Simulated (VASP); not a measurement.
MoS2, 6 atoms in the cell. It takes space group P6_3/mmc (No. 194, hexagonal). Conventional cell: a = 3.203 Å, b = 3.203 Å, c = 12.457 Å, α = 90.00°, β = 90.00°, γ = 120.00°. Within 3.3 Å of Mo (site symmetry -6m2) lie 6 S at 2.40 Å and 6 Mo at 3.20 Å. Within 3.3 Å of S (site symmetry 3m) lie 3 Mo at 2.40 Å and 7 S at 3.05 to 3.20 Å. 

| Property | Result |
| --- | --- |
| Program | VASP 6.6.1 |
| Task | electric field gradients |
| Functional | LDA |
| Potentials or basis | VASP PAW LDA potentials, release 64 (Mo_sv, S) |
| Cutoff | 520 eV |
| k mesh | 10 × 10 × 3 |
| Occupations | fermi-dirac, width 0.03 eV |
| Spin | no spin polarisation |
| Dipole correction | no |
| Further INCAR settings | ALGO = Normal; EDIFF = 1e-08; NBANDS = 35 |

Potentials or basis: VASP PAW LDA potentials, release 64 (Mo_sv, S).

Command:

```bash
$ cat potpaw_LDA.64/Mo_sv/POTCAR potpaw_LDA.64/S/POTCAR > POTCAR
$ mpirun -np 1 vasp_std > vasp.out
```

Hardware: 1 thread of Intel Xeon 8259CL (shared host).

Q: Estimate the wall time of this run.

A: Wall time 2.5 min on 1 thread of Intel Xeon 8259CL (shared host), peak memory 0.23 GiB. Counts: scf iterations 18, k points 28.
